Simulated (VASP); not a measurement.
# Ru (P6_3/mmc) in VASP: single point with RPBE

Aim: the single point of Ru with RPBE.

Program: VASP 6.6.1. These are calculated values, not measurements. Logs are shortened: lines on timing, memory, paths and dates and some standing lists are left out, and cuts for length are marked.

### Step 1. The cell of the first run

It takes space group P6_3/mmc (No. 194, hexagonal). Conventional cell: a = 2.842 Å, b = 2.842 Å, c = 4.471 Å, α = 90.00°, β = 90.00°, γ = 120.00°. Ru (site symmetry -6m2) has 12 Ru at 2.77 to 2.84 Å within 3.7 Å.

### Step 2. Single point, RPBE, collinear spin, ferromagnetic start (15.64 Å³/atom)

INCAR

```
SYSTEM = Ru
ALGO = Normal
EDIFF = 1E-7
ENCUT = 520
GGA = RP
ISIF = 2
ISMEAR = -1
ISPIN = 2
LASPH = .TRUE.
LCHARG = .FALSE.
LMAXMIX = 4
LORBIT = 11
LREAL = .FALSE.
LWAVE = .FALSE.
MAGMOM = 1 1
NBANDS = 25
NELM = 150
PREC = Accurate
SIGMA = 0.05
```

KPOINTS

```
k-points
0
G
  22 22 12
  0 0 0
```

POSCAR

```
Ru
1.0
    2.8423811758      0.0000000000      0.0000000000
   -1.4211905879      2.4615743055      0.0000000000
    0.0000000000      0.0000000000      4.4714435128
Ru
2
Direct
    0.3333333333      0.6666666667      0.2500000000
    0.6666666667      0.3333333333      0.7500000000
```

Potentials or basis: VASP PAW PBE potentials, release 64 (Ru_pv).

On the command line:

```console
$ cat potpaw_PBE.64/Ru_pv/POTCAR > POTCAR
$ mpirun -np 1 vasp_std > vasp.out
```

OUTCAR:

```text
SYSTEM = Ru
   EDIFF = 1E-7
   ENCUT = 520
   GGA = RP
   ISIF = 2
   ISMEAR = -1
   ISPIN = 2
   LASPH = .TRUE.
   LORBIT = 11
   LREAL = .FALSE.
   NELM = 150
   PREC = Accurate

 ion  position               nearest neighbor table
   1  0.333  0.667  0.250-   2 2.77   2 2.77   2 2.77   2 2.77   2 2.77   2 2.77
   2  0.667  0.333  0.750-   1 2.77   1 2.77   1 2.77   1 2.77   1 2.77   1 2.77

  LATTYP: Found a hexagonal cell.
 ALAT       =     2.8423811758
 C/A-ratio  =     1.5731329601

  Lattice vectors:

 A1 = (   2.8423811758,   0.0000000000,   0.0000000000)
 A2 = (  -1.4211905879,   2.4615743055,   0.0000000000)
 A3 = (   0.0000000000,   0.0000000000,   4.4714435128)

Analysis of symmetry for initial positions (statically):
=====================================================================
 Subroutine PRICEL returns:
 Original cell was already a primitive cell.

 Routine SETGRP: Setting up the symmetry group for a
 hexagonal supercell.

 Subroutine GETGRP returns: Found 24 space group operations
 (whereof 12 operations were pure point group operations)
 out of a pool of 24 trial point group operations.

The static configuration has the point symmetry D_3d.
 The point group associated with its full space group is D_6h.

Analysis of symmetry for dynamics (positions and initial velocities):
=====================================================================
 Subroutine PRICEL returns:
 Original cell was already a primitive cell.

 Routine SETGRP: Setting up the symmetry group for a
 hexagonal supercell.

 Subroutine GETGRP returns: Found 24 space group operations
 (whereof 12 operations were pure point group operations)
 out of a pool of 24 trial point group operations.

The dynamic configuration has the point symmetry D_3d.
 The point group associated with its full space group is D_6h.

Analysis of structural, dynamic, and magnetic symmetry:
=====================================================================
 Subroutine PRICEL returns:
 Original cell was already a primitive cell.

 Routine SETGRP: Setting up the symmetry group for a
 hexagonal supercell.

 Subroutine GETGRP returns: Found 24 space group operations
 (whereof 12 operations were pure point group operations)
 out of a pool of 24 trial point group operations.

The overall configuration has the point symmetry D_3d.
 The point group associated with its full space group is D_6h.

 Subroutine INISYM returns: Found 24 space group operations
 (whereof 12 operations are pure point group operations),
 and found     1 'primitive' translations

----------------------------------------------------------------------------------------

                                     Primitive cell

  volume of cell :      31.2855

  direct lattice vectors                    reciprocal lattice vectors
     2.842381176  0.000000000  0.000000000     0.351817697  0.203122042  0.000000000
    -1.421190588  2.461574306  0.000000000     0.000000000  0.406244084  0.000000000
     0.000000000  0.000000000  4.471443513     0.000000000  0.000000000  0.223641425

  length of vectors
     2.842381176  2.842381176  4.471443513     0.406244084  0.406244084  0.223641425

  position of ions in fractional coordinates (direct lattice)
     0.333333333  0.666666667  0.250000000
     0.666666667  0.333333333  0.750000000

  ion indices of the primitive-cell ions
   primitive index   ion index
                 1           1
                 2           2

----------------------------------------------------------------------------------------

 KPOINTS: k-points

Automatic generation of k-mesh.
 Grid dimensions read from file:
 generate k-points for:   22   22   12

 Generating k-lattice:

  Cartesian coordinates                     Fractional coordinates (reciprocal lattice)
     0.015991714  0.009232820  0.000000000     0.045454545  0.000000000  0.000000000
     0.000000000  0.018465640  0.000000000     0.000000000  0.045454545  0.000000000
     0.000000000  0.000000000  0.018636785     0.000000000  0.000000000  0.083333333

  Length of vectors
     0.018465640  0.018465640  0.018636785

  Shift w.r.t. Gamma in fractional coordinates (k-lattice)
     0.000000000  0.000000000  0.000000000

 Subroutine IBZKPT returns following result:
 ===========================================

 Found    364 irreducible k-points:

 Following reciprocal coordinates:
            Coordinates               Weight
  0.000000  0.000000  0.000000      1.000000
  0.045455 -0.000000  0.000000      6.000000
  0.090909 -0.000000  0.000000      6.000000
  0.136364  0.000000  0.000000      6.000000
  0.181818 -0.000000  0.000000      6.000000
  0.227273 -0.000000  0.000000      6.000000
[... 16 lines left out ...]
  0.090909  0.090909  0.000000      6.000000
  0.136364  0.090909  0.000000     12.000000
 [... further k-points ...]
   k-points           NKPTS =    364   k-points in BZ     NKDIM =    364   number of bands    NBANDS=     25
   number of dos      NEDOS =    301   number of ions     NIONS =      2
   total plane-waves  NPLWV =  20736
   dimension x,y,z NGX =    24 NGY =   24 NGZ =   36
   dimension x,y,z NGXF=    48 NGYF=   48 NGZF=   72
   ions per type =               2
   NGX,Y,Z   is equivalent  to a cutoff of  14.04, 14.04, 13.38 a.u.
   NGXF,Y,Z  is equivalent  to a cutoff of  28.07, 28.07, 26.77 a.u.
 SYSTEM =  Ru
   PREC   = accura    normal or accurate (medium, high low for compatibility)
   ISTART =      0    job   : 0-new  1-cont  2-samecut
   ICHARG =      2    charge: 1-file 2-atom 10-const
   ISPIN  =      2    spin polarized calculation?
   LNONCOLLINEAR =      F non collinear calculations
   LSORBIT =      F    spin-orbit coupling
   LASPH  =      T    aspherical Exc in radial PAW
   ENCUT  =  520.0 eV  38.22 Ry    6.18 a.u.   5.28  5.28  8.31*2*pi/ulx,y,z
   NELM   =    150;   NELMIN=  2; NELMDL= -5     # of ELM steps
   EDIFF  = 0.1E-06   stopping-criterion for ELM
   LREAL  =      F    real-space projection
   EDIFFG = 0.1E-05   stopping-criterion for IOM
   NSW    =      0    number of steps for IOM
   IBRION =     -1    ionic relax: 0-MD 1-quasi-New 2-CG
   NFREE  =      0    steps in history (QN), initial steepest desc. (CG)
   ISIF   =      2    stress and relaxation
   ISYM   =      2    0-nonsym 1-usesym 2-fastsym
   POTIM  = 0.5000    time-step for ionic-motion
   TEBEG  =    0.0;   TEEND  =   0.0 temperature during run
   PSTRESS=    0.0 pullay stress
   NELECT =      28.0000    total number of electrons
   NUPDOWN=      -1.0000    fix difference up-down
   EMIN   =  10.00;   EMAX   =-10.00  energy-range for DOS
   EFERMI =   0.00;   METHOD = LEGACY
   ISMEAR =    -1;   SIGMA  =   0.05  broadening in eV -4-tet -1-fermi 0-gaus
   EFERMI_NEDOS =   21; number of points for ismear=-14 and -15
   IALGO  =     38    algorithm
   IMIX   =      4    mixing-type and parameters
     AMIX     =   0.40;   BMIX     =  1.00
     AMIX_MAG =   1.60;   BMIX_MAG =  1.00
  volume/ion in A,a.u.               =      15.64       105.56
  Fermi-wavevector in a.u.,A,eV,Ry     =   1.577659  2.981343 33.865013  2.489008
  Thomas-Fermi vector in A             =   2.678308
   LORBIT       =     11    0 simple, 1 ext, 2 COOP (PROOUT), +10 PAW based schemes
   GGA     = RP    functional components
   LHFCALC =     F    Hartree Fock is set to
   AEXX    =    0.0000 exact exchange contribution
   IVDW    =     0    specifies the selected vdW correction
   LEPSILON=     F    determine dielectric tensor
   LRPA    =     F    only Hartree local field effects (RPA)
 spin polarized calculation
  energy-cutoff  :      520.00
  volume of cell :       31.29
 maximum number of plane-waves:       854
 NGX is ok and might be reduce to    24
   NGX = 11   NGY = 11   NGZ = 17

 number of electron      27.9999996 magnetization       0.0001104

 number of electron      27.9999996 magnetization      -0.0000115

 Free energy of the ion-electron system (eV)
  ---------------------------------------------------
  ext. energy  EPLUGINS =         0.00000000
  ---------------------------------------------------
  free energy    TOTEN  =       -16.88872287 eV

  energy without entropy =      -16.87360670  energy(sigma->0) =      -16.88116478

 E-fermi :  10.5014     XC(G=0): -13.1751

 val. band max:       10.5001008988   @ k =   0.1364   0.0455   0.3333
 cond. band min:      10.5035264992   @ k =   0.3182   0.0000   0.0833
 fundamental gap:      0.0034256004
 Fermi energy:        10.5014293578

 spin component 1

 k-point     1 :       0.0000    0.0000    0.0000
  band No.  band energies     occupation
      1     -32.6972      1.00000
      2     -32.1174      1.00000
      3     -32.1174      1.00000
      4     -32.0054      1.00000
      5     -32.0054      1.00000
      6     -31.9790      1.00000
[... 17 lines left out ...]
     24      28.1878      0.00000
     25      31.4044      0.00000
[... 621 lines left out ...]
      3     -32.2046      1.00000
      4     -32.1274      1.00000
      5     -32.0376      1.00000
      6     -32.0196      1.00000
[... 17 lines left out ...]
     24      28.0985      0.00000
     25      28.8543      0.00000

 [... further k-points ...]

 spin component 2

 k-point     1 :       0.0000    0.0000    0.0000
  band No.  band energies     occupation
      1     -32.6972      1.00000
      2     -32.1174      1.00000
      3     -32.1174      1.00000
      4     -32.0054      1.00000
      5     -32.0054      1.00000
      6     -31.9790      1.00000
[... 17 lines left out ...]
     24      28.1878      0.00000
     25      31.4044      0.00000
[... 621 lines left out ...]
      3     -32.2046      1.00000
      4     -32.1274      1.00000
      5     -32.0376      1.00000
      6     -32.0196      1.00000
[... 17 lines left out ...]
     24      28.0985      0.00000
     25      28.8513      0.00000

 [... further k-points ...]

------------------------ aborting loop because EDIFF is reached ----------------------------------------

  FORCE on cell =-STRESS in cart. coord.  units (eV):
  Direction    XX          YY          ZZ          XY          YZ          ZX
  --------------------------------------------------------------------------------------
  -------------------------------------------------------------------------------------
  Total       -4.8840241     -4.8840241     -5.0810217      0.0000000     -0.0000000     -0.0000000
  in kB     -250.1182372   -250.1182372   -260.2067815      0.0000000     -0.0000000     -0.0000000
  external PRESSURE =    -253.4810853 kB  Pullay stress =       0.0000000 kB

 VOLUME and BASIS-vectors are now :
 -----------------------------------------------------------------------------
  energy-cutoff  :      520.00
  volume of cell :       31.29
      direct lattice vectors                 reciprocal lattice vectors
     2.842381176  0.000000000  0.000000000     0.351817697  0.203122042  0.000000000
    -1.421190588  2.461574306  0.000000000     0.000000000  0.406244084  0.000000000
     0.000000000  0.000000000  4.471443513     0.000000000  0.000000000  0.223641425

 POSITION                                       TOTAL-FORCE (eV/Angst)
 -----------------------------------------------------------------------------------
     -0.00000      1.64105      1.11786         0.000000      0.000000      0.000000
      1.42119      0.82052      3.35358        -0.000000     -0.000000      0.000000
 -----------------------------------------------------------------------------------
    total drift:                               -0.000000      0.000000     -0.000000

  FREE ENERGIE OF THE ION-ELECTRON SYSTEM (eV)
  ---------------------------------------------------
  free  energy   TOTEN  =       -16.8887228697 eV

  energy  without entropy=      -16.8736066965  energy(sigma->0) =      -16.88116478

 total charge

# of ion       s       p       d       tot
------------------------------------------
    1        0.354   6.231   5.829  12.414
    2        0.354   6.231   5.829  12.414
--------------------------------------------------
tot          0.708  12.462  11.659  24.829

 magnetization (x)

# of ion       s       p       d       tot
------------------------------------------
    1        0.000  -0.000  -0.000  -0.000
    2        0.000  -0.000  -0.000  -0.000
--------------------------------------------------
tot          0.000  -0.000  -0.000  -0.000
```

Run time: 12 min. Hardware: 1 thread of Intel Xeon 8259CL, shared host; peak memory 0.46 GiB.

What came out:

| Quantity | Value |
| --- | --- |
| Free energy | -16.8887 eV |
| Pressure | -25.3 GPa |
| Band gap on the k mesh | zero (filled and empty bands overlap) |
| Net moment | 0.00 μB per cell |
| Valence electrons inside the program's atomic spheres | Ru 12.41 |

Levels at points of the mesh, in eV from the Fermi level:
Spin up:
```
           k point  band 12  band 13  band 14  band 15  band 16  band 17
(0.00, 0.00, 0.00)    -1.54    -1.54    -1.17    -1.17     0.94     0.94
(0.50, 0.00, 0.00)    -1.54    -1.23     1.07     1.41     1.51     3.36
(0.00, 0.00, 0.50)    -2.24    -2.23    -2.23     0.41     0.41     0.41
(0.50, 0.00, 0.50)    -0.87     0.38     0.38     1.28     1.28     2.93
```
Spin down:
```csv
k point,band 11,band 12,band 13,band 14,band 15,band 16,band 17,band 18
"(0.00, 0.00, 0.00)",-1.91,-1.54,-1.54,-1.17,-1.17,0.94,0.94,1.28
"(0.50, 0.00, 0.00)",-1.68,-1.54,-1.23,1.07,1.41,1.51,3.36,5.17
"(0.00, 0.00, 0.50)",-2.24,-2.24,-2.23,-2.23,0.41,0.41,0.41,0.41
"(0.50, 0.00, 0.50)",-0.87,-0.87,0.38,0.38,1.28,1.28,2.93,2.93
```

Caveat: the cell stands under tension; an empty level that is flat over the whole mesh can mark a ghost state of the potentials, or a narrow d or f band; the PAW data sets were made with another functional, which shifts forces and pressure a little.
